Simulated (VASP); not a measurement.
Runs of VASP 6.6.1 on CoPdO2. Symmetry: R-3m, No. 166, trigonal system. Conventional cell: a = 2.863 Å, b = 2.863 Å, c = 17.873 Å, α = 90.00°, β = 90.00°, γ = 120.00°. Within 2.7 Å of Pd (site symmetry -3m) lie 2 O at 2.01 Å. Co (site symmetry -3m) has 6 O at 1.92 Å within 2.5 Å. O (site symmetry 3m) has 3 Co at 1.92 Å and 1 Pd at 2.01 Å and 3 O at 2.55 Å within 2.6 Å. 

```tsv
spin	fixed moment (μB)	pressure (GPa)	moment (μB)	largest force (eV/Å)
collinear, ferromagnetic start	0.5	0.6	0.50	0.19
collinear, ferromagnetic start	1.0	2.7	1.00	0.18
collinear, ferromagnetic start	1.5	(a)	1.50	0.12
collinear, zero start	0.0	-0.8	0.00	0.11
```

Alike in all rows: potentials or basis VASP PAW PBE potentials, release 64 (Pd, Co, O); cell as given; cutoff (eV) 520; smearing fermi-dirac 0.05 eV.

**Question.** Estimate the missing entries.

**Answer.** (a) 5.6.

Caveats: the total moment is fixed, so each spin has its own Fermi level; a cell with one magnetic atom can't hold antiferromagnetic order, which such compounds often take (at least some runs); the cell stands under pressure (at least some runs).
